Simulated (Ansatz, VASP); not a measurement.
F: VASP beside Ansatz

```
F
1.0
    12.00000    0.00000    0.00000
     0.00000   12.30000    0.00000
     0.00000    0.00000   12.60000
F
2
Direct
  0.50000 0.50000 0.44388
  0.50000 0.50000 0.55612
```

Alike in both runs: functional PBE; k mesh 1 × 1 × 1; occupations fermi-dirac, width 0.01 eV; no spin polarisation.

Ansatz relaxed the structure, and its values are those at the end. VASP's run is a single point on that final structure, the one shown.

```csv
,VASP,Ansatz
version,VASP 6.6.1,Ansatz 0.2.0
potentials or method,"VASP PAW PBE potentials, release 64 (F_h), cutoff 910 eV","plane waves (420 eV) with PAW, scalar-relativistic"
valence electrons in the cell,14,14
```

|  | VASP | Ansatz | Ansatz less VASP |
| --- | --- | --- | --- |
| rms of the force components (eV/Å) | 0.004 | 0.002 | -0.0017 |

With one functional, cell and mesh, what is left measures potentials, basis and numerics.

Noted on VASP's run: the cutoff is short for stress, so the pressure is rough.
